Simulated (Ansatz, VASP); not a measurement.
GaP: VASP beside Ansatz

```xyz
2
Lattice="0.0000 2.7223 2.7223 2.7223 0.0000 2.7223 2.7223 2.7223 0.0000" Properties=species:S:1:pos:R:3 pbc="T T T"
Ga    0.0000    0.0000    0.0000
P     1.3612    1.3612    1.3612
```

Alike in both runs: task single point; functional LDA; k mesh 8 × 8 × 8; occupations gaussian, width 0.02 eV; no spin polarisation.

|  | VASP | Ansatz |
| --- | --- | --- |
| version | VASP 6.6.1 | Ansatz 0.2.0 |
| potentials or method | VASP PAW LDA potentials, release 64 (Ga_d, P), cutoff 500 eV | scalar-relativistic, plane waves, PAW |
| valence electrons in the cell | 18 | 18 |

VASP gave:

* gap on the k mesh at the Fermi level (eV): 1.49
* least direct gap on the mesh (eV): 1.66
* pressure (GPa): -2.4

Question: Estimate Ansatz's values.

Answer: gap on the k mesh at the Fermi level (eV): 1.49; least direct gap on the mesh (eV): 1.64; pressure (GPa): -2.5.

LDA's correlation is that of Perdew and Zunger in VASP and of Perdew and Wang (1992) in Ansatz.
